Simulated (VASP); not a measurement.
A run of VASP 6.6.1 is set up as follows.

Contents of INCAR:

```
ALGO = Normal
EDIFF = 1E-6
ENCUT = 520
GGA = PE
ISIF = 2
ISMEAR = 0
IVDW = 12
LASPH = T
LCHARG = T
LELF = T
LREAL = F
LVHAR = T
LWAVE = F
NBANDS = 12
NELM = 80
PREC = Accurate
SIGMA = 0.1
```

The input KPOINTS:

```
k-points
0
Gamma
  8 8 8
```

Contents of POSCAR:

```
Au
1.0
    0.0000000000      2.0585000000      2.0585000000
    2.0585000000      0.0000000000      2.0585000000
    2.0585000000      2.0585000000      0.0000000000
Au
1
Direct
    0.0000000000      0.0000000000      0.0000000000
```

Potentials or basis: VASP PAW PBE potentials, release 64 (Au).

The run is started by

```sh
$ cat potpaw_PBE.64/Au/POTCAR > POTCAR
$ mpirun -np 1 vasp_std > vasp.out
```

Question: Estimate the dispersion energy per atom.

Answer: -0.650 eV.

Question: What does it give for the pressure?

Answer: -1.1 GPa.

Caveat: pairwise dispersion overbinds metals, which lowers pressure and volume.
